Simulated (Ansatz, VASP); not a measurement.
One calculation of Be, two programs

```
CELL_PARAMETERS angstrom
3.77163 0.00000 0.00000
0.00000 3.77163 0.00000
0.00000 0.00000 2.29639
ATOMIC_POSITIONS crystal
Be 0.29741 0.29741 0.00000
Be 0.70259 0.70259 0.00000
Be 0.20259 0.79741 0.50000
Be 0.79741 0.20259 0.50000
```

Change from the starting cell: volume scaled by 1.02, crystal datasets.

Alike in both runs: task electric field gradients; functional PBE; k mesh 9 × 9 × 14; occupations fermi-dirac, width 0.05 eV; no spin polarisation.

|  | VASP | Ansatz |
| --- | --- | --- |
| version | VASP 6.6.1 | Ansatz 0.2.0 |
| potentials or method | VASP PAW PBE potentials, release 64 (Be), cutoff 520 eV | all-electron PAW with datasets made for the crystal, scalar-relativistic |

```tsv
	VASP	Ansatz	Ansatz less VASP
pressure (GPa)	-2.2	-2.3	-0.17
traceless stress, the component that is largest in VASP (GPa)	-1.08	-1.08	+0.002
rms of the force components (eV/Å)	0.009	0.010	+0.0013
size of Vzz on the site where it differs most (V/Å²)	1.7	1.4	-0.30
```

Atom by atom the forces differ by 0.001 eV/Å (rms over components). Ansatz ran all-electron here, and VASP with PAW potentials.
